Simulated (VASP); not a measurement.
# LiNbO3: relaxation of cell and atoms with LDA

The system is LiNbO3.

```
CELL_PARAMETERS angstrom
2.57565 1.48705 4.62180
-2.57565 1.48705 4.62180
0.00000 -2.97410 4.62180
ATOMIC_POSITIONS crystal
Li 0.30210 0.30210 0.30210
Li 0.80210 0.80210 0.80210
Nb 0.01920 0.01920 0.01920
Nb 0.51920 0.51920 0.51920
O 0.13110 0.37830 0.74050
O 0.74050 0.13110 0.37830
O 0.37830 0.74050 0.13110
O 0.24050 0.87830 0.63110
O 0.87830 0.63110 0.24050
O 0.63110 0.24050 0.87830
```

* Program: VASP 6.6.1
* Task: relaxation of cell and atoms
* Functional: LDA
* Potentials or basis: VASP PAW LDA potentials, release 64 (Li_sv, Nb_sv, O)
* Cutoff: 600 eV
* k mesh: 4 × 4 × 4
* Occupations: gaussian, width 0.01 eV
* Spin: no spin polarisation
* Dipole correction: no
* Further INCAR settings: ALGO = Normal; EDIFF = 1e-06; IBRION = 2; EDIFFG = -0.002; NSW = 80; ISIF = 3

The relaxed volume is 10.12 Å³/atom and the relaxed cell is a = 5.416 Å, b = 5.416 Å, c = 5.416 Å, α = 55.74°, β = 55.74°, γ = 55.74°. The space group after relaxing (to 0.05 Å) is R3c (No. 161), the energy gained by relaxing is 9.5 meV/atom and the ionic steps are 35. The pressure after relaxing is 0.0 GPa and the band gap on the k mesh is 3.49 eV, indirect (the least direct gap lies 0.5 meV higher).

The path:
```csv
step,energy change (eV),largest force (eV/Å),pressure (GPa),volume (Å³)
1,0.0000,0.1409,-5.89,106.21
2,0.0000,0.7368,6.96,100.32
3,-0.0584,0.3734,0.17,103.20
4,-0.0831,0.1366,0.16,102.15
5,-0.0832,0.1376,0.17,102.10
6,-0.0875,0.0917,-0.46,102.17
7,-0.0896,0.0677,-1.35,102.28
8,-0.0916,0.0431,-1.11,102.09
9,-0.0943,0.0139,-0.49,101.67
10,-0.0919,0.1347,0.81,100.84
11,-0.0946,0.0456,-0.12,101.45
12,-0.0949,0.0362,-0.10,101.39
13,-0.0953,0.0079,0.04,101.23
14,-0.0953,0.0049,0.07,101.19
15,-0.0953,0.0053,0.08,101.19
16,-0.0953,0.0059,0.01,101.22
17,-0.0953,0.0081,-0.03,101.23
18,-0.0954,0.0047,-0.04,101.24
19,-0.0954,0.0044,-0.03,101.24
20,-0.0954,0.0042,-0.02,101.24
21,-0.0954,0.0045,-0.01,101.23
22,-0.0954,0.0055,0.07,101.19
23,-0.0954,0.0040,0.04,101.21
24,-0.0954,0.0048,0.05,101.21
25,-0.0954,0.0051,0.04,101.22
26,-0.0954,0.0050,0.03,101.22
27,-0.0954,0.0029,0.00,101.22
28,-0.0954,0.0022,0.00,101.22
29,-0.0954,0.0024,0.00,101.22
30,-0.0954,0.0060,-0.01,101.21
31,-0.0954,0.0038,0.01,101.21
32,-0.0954,0.0026,0.01,101.22
33,-0.0954,0.0022,0.01,101.22
34,-0.0954,0.0028,-0.01,101.22
35,-0.0954,0.0015,-0.03,101.23
```

Final structure:
```cif
data_structure
_symmetry_space_group_name_H-M 'P 1'
_symmetry_Int_Tables_number 1
_cell_length_a 5.4160
_cell_length_b 5.4160
_cell_length_c 5.4160
_cell_angle_alpha 55.737
_cell_angle_beta 55.737
_cell_angle_gamma 55.737
_cell_volume 101.23
loop_
_atom_site_label
_atom_site_type_symbol
_atom_site_fract_x
_atom_site_fract_y
_atom_site_fract_z
_atom_site_occupancy
Li1 Li 0.30196 0.30196 0.30196 1
Li2 Li 0.80196 0.80196 0.80196 1
Nb1 Nb 0.01808 0.01808 0.01808 1
Nb2 Nb 0.51808 0.51808 0.51808 1
O1 O 0.12602 0.38722 0.73793 1
O2 O 0.73793 0.12602 0.38722 1
O3 O 0.38722 0.73793 0.12602 1
O4 O 0.23793 0.88722 0.62602 1
O5 O 0.88722 0.62602 0.23793 1
O6 O 0.62602 0.23793 0.88722 1
```

Levels at points of the mesh, in eV from the valence-band top:
```csv
k point,band 30,band 31,band 32,band 33,band 34,band 35,band 36,band 37,band 38,band 39
"(0.00, 0.00, 0.00)",-0.61,-0.59,-0.49,0.00,0.00,3.49,3.49,3.92,5.19,5.19
"(0.50, 0.00, 0.00)",-0.44,-0.27,-0.27,-0.17,-0.17,3.93,3.93,4.77,4.77,4.99
"(0.50, 0.50, 0.00)",-0.92,-0.65,-0.65,-0.40,-0.21,3.56,4.08,4.59,4.68,5.36
"(0.50, 0.50, 0.50)",-0.67,-0.28,-0.28,-0.28,-0.28,4.70,4.70,4.92,4.92,4.92
```

It took 33 min on 1 thread of Intel(R) Xeon(R) Platinum 8259CL CPU @ 2.50GHz (Skylake/Cascade Lake), with other jobs on the host, peak memory 0.29 GiB.

Caveat: the cutoff is under 1.25 times the usual one of these potentials, so pressure, stress and relaxed cells hold a basis-set (Pulay) error. A k mesh can miss the band edges.
